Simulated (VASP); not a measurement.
Input of a VASP 6.6.1 run:

POSCAR

```
Al
1.0
    0.0000000000      1.9980851731      1.9980851731
    1.9980851731      0.0000000000      1.9980851731
    1.9980851731      1.9980851731      0.0000000000
Al
1
Direct
    0.0000000000      0.0000000000      0.0000000000
```

INCAR.step1

```
PREC     = Accurate       # precision mode
ENCUT    = 520            # plane-wave cutoff, eV
ISMEAR   = -1             # smearing method
SIGMA    = 0.1            # smearing width, eV
LREAL    = F              # projectors in reciprocal space
LASPH    = T              # aspherical terms in the spheres
NELM     = 60             # most SCF steps
NBANDS   = 8              # bands
GGA      = PE             # functional
ALGO     = Normal         # electronic algorithm
EDIFF    = 1E-4           # SCF threshold, eV
LWAVE    = T              # write WAVECAR
LCHARG   = F              # write CHGCAR
```

INCAR.step2

```
PREC     = Accurate       # precision mode
ENCUT    = 520            # plane-wave cutoff, eV
EDIFF    = 1E-7           # SCF threshold, eV
ISMEAR   = -1             # smearing method
SIGMA    = 0.1            # smearing width, eV
LREAL    = F              # projectors in reciprocal space
LASPH    = T              # aspherical terms in the spheres
NELM     = 60             # most SCF steps
ALGO     = Normal         # electronic algorithm
ISIF     = 2              # what is computed and relaxed
LWAVE    = F              # write WAVECAR
LCHARG   = T              # write CHGCAR
METAGGA  = R2SCAN         # meta-GGA
LMIXTAU  = T            
LELF     = T              # ELF
LVHAR    = T            
NBANDS   = 8              # bands
ISTART   = 1
```

File KPOINTS:

```
Automatic mesh
0
Gamma
  9 9 9
```

Potentials or basis: VASP PAW PBE potentials, release 64 (Al).

The run is started by

```sh
$ cat potpaw_PBE.64/Al/POTCAR > POTCAR
$ cp INCAR.step1 INCAR
$ mpirun -np 1 vasp_std > vasp.out
$ cp INCAR.step2 INCAR
$ mpirun -np 1 vasp_std > vasp.out
```

Predict the pressure.

-0.3 GPa.

Caveat: the PAW data sets were made with another functional, which shifts forces and pressure a little.
